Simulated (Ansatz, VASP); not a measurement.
## TiAl: VASP beside Ansatz

```
Ti Al
1.0
     3.17906    0.00000    0.00000
     0.00000    3.17906    0.00000
     0.00000    0.00000    3.17906
Ti Al
1 1
Direct
  0.00000 0.96854 0.96854
  0.50000 0.50000 0.50000
```

Alike in both runs: task single point; functional r2SCAN; k mesh 16 × 16 × 16; occupations gaussian, width 0.15 eV; no spin polarisation.

|  | VASP | Ansatz |
| --- | --- | --- |
| version | VASP 6.6.1 | Ansatz 0.2.0 |
| potentials or method | VASP PAW PBE potentials, release 64 (Ti_sv, Al), cutoff 520 eV | scalar-relativistic, plane waves, PAW |
| valence electrons in the cell | 15 | 15 |

```csv
,VASP,Ansatz,Ansatz less VASP
gap on the k mesh at the Fermi level (eV),none,none,-
pressure (GPa),0.1,0.0,-0.08
"traceless stress, the component that is largest in VASP (GPa)",0.81,0.81,+0.002
rms of the force components (eV/Å),0.564,0.562,-0.0022
```

VASP's potentials were made for PBE, not for r2SCAN. Atom by atom the forces differ by 0.002 eV/Å (rms over components). A gap of «none» marks a metal or a gap that the smearing closes.
